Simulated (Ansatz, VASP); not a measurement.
**Cu36B in VASP and in Ansatz**

```
CELL_PARAMETERS angstrom
0.00000 5.44553 5.44553
5.44553 0.00000 5.44553
7.26070 7.26070 0.00000
ATOMIC_POSITIONS crystal
Cu 0.00038 0.00052 0.99798
Cu 0.99383 0.01935 0.23632
Cu 0.98087 0.00658 0.51367
Cu 0.99991 0.00008 0.75187
Cu 0.99807 0.34226 0.99464
Cu 0.00188 0.33709 0.24670
Cu 0.99870 0.33183 0.50042
Cu 0.99933 0.33030 0.75436
Cu 0.99952 0.66670 0.99941
Cu 0.00233 0.66952 0.24807
Cu 0.98615 0.65323 0.51141
Cu 0.00066 0.66809 0.74893
Cu 0.33236 0.99969 0.00101
Cu 0.34741 0.01424 0.23842
Cu 0.33082 0.99808 0.50184
Cu 0.33368 0.00091 0.75046
Cu 0.33396 0.33732 0.99545
Cu 0.33452 0.33582 0.24951
Cu 0.33143 0.33022 0.50323
Cu 0.33514 0.32539 0.75516
Cu 0.33336 0.66758 0.99807
Cu 0.35208 0.66115 0.23654
Cu 0.33920 0.64827 0.51354
Cu 0.33282 0.66708 0.75188
Cu 0.67024 0.00107 0.99543
Cu 0.66863 0.00171 0.24948
Cu 0.66315 0.99862 0.50320
Cu 0.65810 0.00241 0.75522
Cu 0.66645 0.33359 0.00029
Cu 0.66741 0.33462 0.25087
Cu 0.66578 0.33305 0.49898
Cu 0.66685 0.33401 0.74953
Cu 0.67496 0.66529 0.99474
Cu 0.67021 0.66893 0.24669
Cu 0.66458 0.66598 0.50040
Cu 0.66309 0.66653 0.75440
B 0.16638 0.83416 0.37499
```

Alike in both runs: functional PBE; k mesh 1 × 1 × 1; occupations methfessel-paxton of order 1, width 0.1 eV; no spin polarisation.

Ansatz relaxed the structure, and its values are those at the end. VASP's run is a single point on that final structure, the one shown.

|  | VASP | Ansatz |
| --- | --- | --- |
| version | VASP 6.6.1 | Ansatz 0.2.0 |
| potentials or method | VASP PAW PBE potentials, release 64 (Cu, B), cutoff 520 eV | plane-wave PAW DFT |
| valence electrons in the cell | 399 | 687 |

Ansatz gave:

| Item | Value |
| --- | --- |
| rms of the force components (eV/Å) | 0.006 |

**Question.** Estimate VASP's values.

**Answer.** rms of the force components (eV/Å): 0.009.

VASP's potentials hold 399 valence electrons a cell and Ansatz's 687, so a difference there can come from the potentials and not from the codes.
